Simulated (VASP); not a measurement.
# CuO (Cc) in VASP: further runs

Runs on CuO. Level: PBEsol+U. Tasks: single point.

All numbers are computed with VASP 6.6.1; they aren't measurements. Logs are shortened: lines on timing, memory, paths and dates and some standing lists are left out, and cuts for length are marked.

## (1) The cell of the first run

It takes space group Cc (No. 9, monoclinic). The conventional cell has a = 4.689 Å, b = 3.427 Å, c = 5.132 Å, α = 90.00°, β = 99.65°, γ = 90.00°. Within 2.5 Å of Cu (site symmetry 1) lie 4 O at 1.91 to 2.02 Å. Within 2.5 Å of O (site symmetry 1) lie 4 Cu at 1.91 to 2.02 Å.

## (2) Single point, PBEsol+U

INCAR

```
ALGO     = Normal         # electronic algorithm
EDIFF    = 1E-7           # SCF threshold, eV
ENCUT    = 520            # plane-wave cutoff, eV
GGA      = PS             # functional
ISIF     = 2              # what is computed and relaxed
ISMEAR   = -1             # smearing method
LASPH    = T              # aspherical terms in the spheres
LCHARG   = T              # write CHGCAR
LDAU     = T              # DFT+U
LDAUJ    = 0 0          
LDAUL    = 2 -1           # shell
LDAUPRINT= 1            
LDAUTYPE = 2            
LDAUU    = 2 0            # U, eV
LELF     = T              # ELF
LMAXMIX  = 4              # l up to which the mixer works
LREAL    = F              # projectors in reciprocal space
LVHAR    = T            
LWAVE    = F              # write WAVECAR
NBANDS   = 25             # bands
NELM     = 150            # most SCF steps
PREC     = Accurate       # precision mode
SIGMA    = 0.05           # smearing width, eV
```

KPOINTS

```
k-points
0
Gamma
  10 10 5
```

POSCAR

```
CuO
1.0
    2.3446500000     -1.7134000000      0.0000000000
    2.3446500000      1.7134000000      0.0000000000
   -0.8605543552      0.0000000000      5.0594363927
Cu O
2 2
Direct
    0.4968000000      0.0032000000      0.5000000000
    0.0032000000      0.4968000000      0.0000000000
    0.4056000000      0.5714000000      0.7537000000
    0.5714000000      0.4056000000      0.2537000000
```

Potentials or basis: VASP PAW PBE potentials, release 64 (Cu, O).

Run with:

```
cat potpaw_PBE.64/Cu/POTCAR potpaw_PBE.64/O/POTCAR > POTCAR
mpirun -np 1 vasp_std > vasp.out
```

OUTCAR:

```text
EDIFF = 1E-7
   ENCUT = 520
   GGA = PS
   ISIF = 2
   ISMEAR = -1
   LASPH = T
   LREAL = F
   NELM = 150
   PREC = Accurate

 ion  position               nearest neighbor table
   1  0.497  0.003  0.500-   4 1.91   3 1.93   4 1.98   3 2.02
   2  0.003  0.497  0.000-   3 1.91   4 1.93   3 1.98   4 2.02
   3  0.406  0.571  0.754-   2 1.91   1 1.93   2 1.98   1 2.02
   4  0.571  0.406  0.254-   1 1.91   2 1.93   1 1.98   2 2.02

  LATTYP: Found a base centered monoclinic cell.
 ALAT       =     4.6893000000
 B/A-ratio  =     0.7307700510
 C/A-ratio  =     1.0944277397
 COS(beta)  =    -0.1676807457

  Lattice vectors:

 A1 = (   2.3446500000,  -1.7134000000,   0.0000000000)
 A2 = (   2.3446500000,   1.7134000000,   0.0000000000)
 A3 = (  -0.8605543552,   0.0000000000,   5.0594363927)

Analysis of symmetry for initial positions (statically):
=====================================================================
 Subroutine PRICEL returns:
 Original cell was already a primitive cell.

 Routine SETGRP: Setting up the symmetry group for a
 base centered monoclinic supercell.

 Subroutine GETGRP returns: Found  2 space group operations
 (whereof  1 operations were pure point group operations)
 out of a pool of  4 trial point group operations.

The static configuration has the point symmetry C_1 .
 The point group associated with its full space group is C_1h.

Analysis of symmetry for dynamics (positions and initial velocities):
=====================================================================
 Subroutine PRICEL returns:
 Original cell was already a primitive cell.

 Routine SETGRP: Setting up the symmetry group for a
 base centered monoclinic supercell.

 Subroutine GETGRP returns: Found  2 space group operations
 (whereof  1 operations were pure point group operations)
 out of a pool of  4 trial point group operations.

The dynamic configuration has the point symmetry C_1 .
[... 183 lines left out ...]
spin component  1

  0.9445 -0.0128  0.0120  0.0066 -0.0019
 -0.0128  0.8993  0.0011  0.0804 -0.0254
  0.0120  0.0011  0.9636 -0.0022 -0.0012
  0.0066  0.0804 -0.0022  0.8517  0.0334
 -0.0019 -0.0254 -0.0012  0.0334  0.9482

spin component  2

  0.9445 -0.0128  0.0120  0.0066 -0.0019
 -0.0128  0.8993  0.0011  0.0804 -0.0254
  0.0120  0.0011  0.9636 -0.0022 -0.0012
  0.0066  0.0804 -0.0022  0.8517  0.0334
 -0.0019 -0.0254 -0.0012  0.0334  0.9482

 occupancies and eigenvectors

  o =  0.7801  v =  0.0802  0.5812 -0.0164 -0.7726  0.2419  0.0000  0.0000  0.0000  0.0000  0.0000      0.0000  0.0000  0.0000  0.0000  0.0000  0.0000  0.0000  0.0000  0.0000  0.0000
  o =  0.7801  v =  0.0000  0.0000  0.0000  0.0000  0.0000  0.0802  0.5812 -0.0164 -0.7726  0.2419      0.0000  0.0000  0.0000  0.0000  0.0000  0.0000  0.0000  0.0000  0.0000  0.0000
  o =  0.9382  v =  0.8711  0.1699 -0.4049  0.1945 -0.1032  0.0000  0.0000  0.0000  0.0000  0.0000      0.0000  0.0000  0.0000  0.0000  0.0000  0.0000  0.0000  0.0000  0.0000  0.0000
  o =  0.9382  v =  0.0000  0.0000  0.0000  0.0000  0.0000  0.8711  0.1699 -0.4049  0.1945 -0.1032      0.0000  0.0000  0.0000  0.0000  0.0000  0.0000  0.0000  0.0000  0.0000  0.0000
  o =  0.9582  v = -0.0375 -0.2860 -0.2195 -0.4670 -0.8066  0.0000  0.0000  0.0000  0.0000  0.0000      0.0000  0.0000  0.0000  0.0000  0.0000  0.0000  0.0000  0.0000  0.0000  0.0000
  o =  0.9582  v =  0.0000  0.0000  0.0000  0.0000  0.0000 -0.0375 -0.2860 -0.2195 -0.4670 -0.8066      0.0000  0.0000  0.0000  0.0000  0.0000  0.0000  0.0000  0.0000  0.0000  0.0000
  o =  0.9605  v =  0.0000  0.0000  0.0000  0.0000  0.0000  0.1362 -0.7041 -0.3019 -0.3447  0.5251      0.0000  0.0000  0.0000  0.0000  0.0000  0.0000  0.0000  0.0000  0.0000  0.0000
  o =  0.9605  v =  0.1362 -0.7041 -0.3019 -0.3447  0.5251  0.0000  0.0000  0.0000  0.0000  0.0000      0.0000  0.0000  0.0000  0.0000  0.0000  0.0000  0.0000  0.0000  0.0000  0.0000
  o =  0.9705  v =  0.0000  0.0000  0.0000  0.0000  0.0000  0.4635 -0.2361  0.8346 -0.1683 -0.0675      0.0000  0.0000  0.0000  0.0000  0.0000  0.0000  0.0000  0.0000  0.0000  0.0000
  o =  0.9705  v =  0.4635 -0.2361  0.8346 -0.1683 -0.0675  0.0000  0.0000  0.0000  0.0000  0.0000      0.0000  0.0000  0.0000  0.0000  0.0000  0.0000  0.0000  0.0000  0.0000  0.0000

 number of electron      33.9999999 magnetization

 Free energy of the ion-electron system (eV)
  ---------------------------------------------------
  ext. energy  EPLUGINS =         0.00000000
  ---------------------------------------------------
  free energy    TOTEN  =       -19.91250205 eV

  energy without entropy =      -19.89410101  energy(sigma->0) =      -19.90330153

 E-fermi :   5.3095     XC(G=0): -12.1437

 val. band max:        5.3078893965   @ k =   0.5000  -0.0000  -0.0000
 cond. band min:       5.3138733826   @ k =   0.5000   0.2000   0.4000
 fundamental gap:      0.0059839861
 Fermi energy:         5.3095135610

 k-point     1 :       0.0000    0.0000    0.0000
  band No.  band energies     occupation
      1     -14.3923      2.00000
      2     -13.0457      2.00000
      3      -2.8072      2.00000
      4      -0.2653      2.00000
      5       0.0753      2.00000
      6       1.6388      2.00000
[... 661 lines left out ...]
     24      18.7162      0.00000
     25      19.7297      0.00000

 [... further k-points ...]

------------------------ aborting loop because EDIFF is reached ----------------------------------------

  FORCE on cell =-STRESS in cart. coord.  units (eV):
  Direction    XX          YY          ZZ          XY          YZ          ZX
  --------------------------------------------------------------------------------------
  -------------------------------------------------------------------------------------
  Total       -0.9799139     -0.4156147     -1.3365839      0.0000000      0.0000000     -0.2230306
  in kB      -38.6215378    -16.3807024    -52.6790434      0.0000000      0.0000000     -8.7903479
  external PRESSURE =     -35.8937612 kB  Pullay stress =       0.0000000 kB

 VOLUME and BASIS-vectors are now :
 -----------------------------------------------------------------------------
  energy-cutoff  :      520.00
  volume of cell :       40.65
      direct lattice vectors                 reciprocal lattice vectors
     2.344650000 -1.713400000  0.000000000     0.213251445 -0.291817439  0.036271720
     2.344650000  1.713400000  0.000000000     0.213251445  0.291817439  0.036271720
    -0.860554355  0.000000000  5.059436393     0.000000000  0.000000000  0.197650474

 POSITION                                       TOTAL-FORCE (eV/Angst)
 -----------------------------------------------------------------------------------
      0.74205     -0.84573      2.52972        -0.594415     -0.316952      0.230406
      1.17233      0.84573      0.00000        -0.594415      0.316952      0.230406
      1.64212      0.28408      3.81330         0.594415     -0.348142     -0.230406
      2.07240     -0.28408      1.28358         0.594415      0.348142     -0.230406
 -----------------------------------------------------------------------------------
    total drift:                               -0.000119      0.000000     -0.000566

  FREE ENERGIE OF THE ION-ELECTRON SYSTEM (eV)
  ---------------------------------------------------
  free  energy   TOTEN  =       -19.9125020526 eV

  energy  without entropy=      -19.8941010059  energy(sigma->0) =      -19.90330153
```

Wall time 90 s (1 thread of AMD EPYC 9R45 (Zen 5), shared host); peak memory 0.21 GiB.

Results:

```
Free energy            : -19.9125 eV
Pressure               : -3.6 GPa
Largest force          : 0.726 eV/Å
Band gap on the k mesh : zero (bands 17 and 18 overlap by 0.64 eV)
```

Forces in eV/Å, atoms in the order of the input:
```
Cu  -0.594 -0.317  0.230
Cu  -0.594  0.317  0.230
O    0.594 -0.348 -0.230
O    0.594  0.348 -0.230
```

Stress tensor (GPa, compression positive):
```
-3.86  0.00 -0.88
 0.00 -1.64  0.00
-0.88  0.00 -5.27
```

Levels at points of the mesh, in eV from the Fermi level:
| k point | band 15 | band 16 | band 17 | band 18 | band 19 | band 20 |
| --- | --- | --- | --- | --- | --- | --- |
| (0.00, 0.00, 0.00) | -2.33 | -1.95 | 0.24 | 0.94 | 1.74 | 6.12 |
| (0.50, 0.00, 0.00) | -1.70 | -1.58 | 0.00 | 0.33 | 5.01 | 6.43 |
| (0.50, 0.50, 0.00) | -1.79 | -1.50 | -0.77 | 1.10 | 3.49 | 7.15 |

Eigenvalues of the final occupation matrices:
```tsv
site	spin	trace	eigenvalues
site 1 d	1	4.61	0.78 0.94 0.96 0.96 0.97
site 1 d	2	4.61	0.78 0.94 0.96 0.96 0.97
site 2 d	1	4.61	0.78 0.94 0.96 0.96 0.97
site 2 d	2	4.61	0.78 0.94 0.96 0.96 0.97
```

Caveat: the cell stands under tension; the PAW data sets were made with another functional, which shifts forces and pressure a little; U without spin polarisation on a metal has little footing.

## (3) Single point, PBEsol+U

INCAR

```
SYSTEM = CuO
PREC = Accurate
ENCUT = 520
EDIFF = 1E-7
ISMEAR = -1
SIGMA = 0.05
LREAL = .False.
LASPH = .True.
NELM = 150
ALGO = Normal
ISIF = 2
LWAVE = .False.
LCHARG = .False.
LMAXMIX = 4
LDAU = .True.
LDAUTYPE = 2
LDAUL = 2 -1
LDAUU = 3 0
LDAUJ = 0 0
LDAUPRINT = 1
GGA = PS
NBANDS = 25
```

KPOINTS

```
Automatic mesh
0
Gamma
  10 10 5
  0 0 0
```

POSCAR is that of step 2.

Potentials or basis: VASP PAW PBE potentials, release 64 (Cu, O).

Run with:

```
cat potpaw_PBE.64/Cu/POTCAR potpaw_PBE.64/O/POTCAR > POTCAR
mpirun -np 1 vasp_std > vasp.out
```

OUTCAR:

```text
SYSTEM = CuO
   PREC = Accurate
   ENCUT = 520
   EDIFF = 1E-7
   ISMEAR = -1
   LREAL = .False.
   LASPH = .True.
   NELM = 150
   ISIF = 2
   GGA = PS

 ion  position               nearest neighbor table
   1  0.497  0.003  0.500-   4 1.91   3 1.93   4 1.98   3 2.02
   2  0.003  0.497  0.000-   3 1.91   4 1.93   3 1.98   4 2.02
   3  0.406  0.571  0.754-   2 1.91   1 1.93   2 1.98   1 2.02
   4  0.571  0.406  0.254-   1 1.91   2 1.93   1 1.98   2 2.02

  LATTYP: Found a base centered monoclinic cell.
 ALAT       =     4.6893000000
 B/A-ratio  =     0.7307700510
[... 944 lines left out ...]
  --------------------------------------------------------------------------------------
  -------------------------------------------------------------------------------------
  Total       -1.1719573     -0.6062510     -1.5622932      0.0000000      0.0000000     -0.1852309
  in kB      -46.1905826    -23.8942907    -61.5749707      0.0000000      0.0000000     -7.3005413
  external PRESSURE =     -43.8866147 kB  Pullay stress =       0.0000000 kB

 VOLUME and BASIS-vectors are now :
 -----------------------------------------------------------------------------
  energy-cutoff  :      520.00
  volume of cell :       40.65
      direct lattice vectors                 reciprocal lattice vectors
     2.344650000 -1.713400000  0.000000000     0.213251445 -0.291817439  0.036271720
     2.344650000  1.713400000  0.000000000     0.213251445  0.291817439  0.036271720
    -0.860554355  0.000000000  5.059436393     0.000000000  0.000000000  0.197650474

 POSITION                                       TOTAL-FORCE (eV/Angst)
 -----------------------------------------------------------------------------------
      0.74205     -0.84573      2.52972        -0.581430     -0.307715      0.226090
      1.17233      0.84573      0.00000        -0.581430      0.307715      0.226090
      1.64212      0.28408      3.81330         0.581430     -0.340343     -0.226090
      2.07240     -0.28408      1.28358         0.581430      0.340343     -0.226090
 -----------------------------------------------------------------------------------
    total drift:                               -0.000190      0.000000     -0.000620

  FREE ENERGIE OF THE ION-ELECTRON SYSTEM (eV)
  ---------------------------------------------------
  free  energy   TOTEN  =       -19.2517664580 eV

  energy  without entropy=      -19.2336922642  energy(sigma->0) =      -19.24272936
```

OSZICAR:

```text
N       E                     dE             d eps       ncg     rms          rms(c)
DAV:   1     0.289796110025E+03    0.28980E+03   -0.16520E+04  7554   0.218E+03
DAV:   2     0.122478181862E+02   -0.27755E+03   -0.25637E+03  7167   0.394E+02
DAV:   3    -0.224701396810E+02   -0.34718E+02   -0.32935E+02  8443   0.155E+02
DAV:   4    -0.236267805828E+02   -0.11566E+01   -0.11503E+01  8595   0.302E+01
DAV:   5    -0.236498355261E+02   -0.23055E-01   -0.23044E-01  9022   0.388E+00    0.151E+01
DAV:   6    -0.215882481826E+02    0.20616E+01   -0.25741E+01 10172   0.139E+02    0.110E+01
DAV:   7    -0.191992785077E+02    0.23890E+01   -0.72737E+00  8481   0.973E+01    0.244E+00
DAV:   8    -0.192767119587E+02   -0.77433E-01   -0.10521E+00  7470   0.711E+00    0.154E+00
DAV:   9    -0.192528583933E+02    0.23854E-01   -0.38839E-02 12128   0.644E+00    0.308E-01
DAV:  10    -0.192518305887E+02    0.10278E-02   -0.10512E-02 10842   0.169E+00    0.187E-01
DAV:  11    -0.192517911116E+02    0.39477E-04   -0.31238E-03 10793   0.594E-01    0.558E-02
DAV:  12    -0.192517649093E+02    0.26202E-04   -0.16973E-04 10555   0.163E-01    0.200E-02
DAV:  13    -0.192517667659E+02   -0.18565E-05   -0.34446E-05 10841   0.596E-02    0.219E-03
DAV:  14    -0.192517665277E+02    0.23823E-06   -0.60168E-07  8548   0.132E-02    0.139E-03
DAV:  15    -0.192517664580E+02    0.69608E-07   -0.36996E-08  4386   0.822E-03
   1 F= -.19251766E+02 E0= -.19242729E+02  d E =-.180742E-01
```

stdout:

```text
POSCAR found type information on POSCAR CuO
 POSCAR found :  2 types and       4 ions
 scaLAPACK will be used
 -----------------------------------------------------------------------------
|                                                                             |
|                                                                             |
|     You enforced a specific xc type in the INCAR file but a different       |
|     I HOPE YOU KNOW WHAT YOU ARE DOING!                                     |
|                                                                             |
 -----------------------------------------------------------------------------

 LDA part: xc-table for (Slater+PW92), standard interpolation
 POSCAR, INCAR and KPOINTS ok, starting setup
 FFT: planning ... GRIDC
 FFT: planning ... GRID_SOFT
 FFT: planning ... GRID
 WAVECAR not read
 entering main loop
```

Wall time 85 s (1 thread of AMD EPYC 9R45 (Zen 5), shared host); peak memory 0.21 GiB.

Results:

| Quantity | Value |
| --- | --- |
| Free energy | -19.2518 eV |
| Pressure | -4.4 GPa |
| Largest force | 0.711 eV/Å |
| Band gap on the k mesh | zero (bands 17 and 18 overlap by 0.64 eV) |

Forces on the atoms (eV/Å):
```
Cu  -0.581 -0.308  0.226
Cu  -0.581  0.308  0.226
O    0.581 -0.340 -0.226
O    0.581  0.340 -0.226
```

Eigenvalues of the final occupation matrices:
```
    site  spin  trace               eigenvalues
site 1 d     1   4.62  0.78 0.94 0.96 0.96 0.97
site 1 d     2   4.62  0.78 0.94 0.96 0.96 0.97
site 2 d     1   4.62  0.78 0.94 0.96 0.96 0.97
site 2 d     2   4.62  0.78 0.94 0.96 0.96 0.97
```

Caveat: the cell stands under tension; the PAW data sets were made with another functional, which shifts forces and pressure a little; U without spin polarisation on a metal has little footing.
